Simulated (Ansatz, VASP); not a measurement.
LiNbO3: VASP beside Ansatz

```xyz
10
Lattice="2.6112 1.5076 4.5978 -2.6112 1.5076 4.5978 0.0000 -3.0151 4.5978" Properties=species:S:1:pos:R:3 pbc="T T T"
Li    0.0000    0.0000    3.4483
Li    0.0000    0.0000   10.3450
Nb    0.0000    0.0000    0.0000
Nb    0.0000    0.0000    6.8967
O    -0.6251   -1.5076    5.7472
O     1.6181    0.2124    5.7472
O    -0.9930    1.2951    5.7472
O    -1.6181   -0.2124    8.0461
O     0.6251    1.5076    8.0461
O     0.9930   -1.2951    8.0461
```

Alike in both runs: functional PBE; k mesh 6 × 6 × 6; occupations gaussian, width 0.1 eV; no spin polarisation.

Ansatz relaxed the structure, and its values are those at the end. VASP's run is a single point on that final structure, the one shown.

```csv
,VASP,Ansatz
version,VASP 6.6.1,Ansatz 0.2.0
potentials or method,"VASP PAW PBE potentials, release 64 (Li_sv, Nb_sv, O), cutoff 520 eV","scalar-relativistic, plane waves, PAW"
valence electrons in the cell,68,68
```

|  | VASP | Ansatz | Ansatz less VASP |
| --- | --- | --- | --- |
| gap on the k mesh at the Fermi level (eV) | 2.49 | 2.51 | +0.016 |
| least direct gap on the mesh (eV) | 2.61 | 2.63 | +0.012 |
| rms of the force components (eV/Å) | 0.009 | 0.000 | -0.0085 |

Noted on VASP's run: the cutoff is under 1.25 times that of the potentials, so the pressure is a little rough.
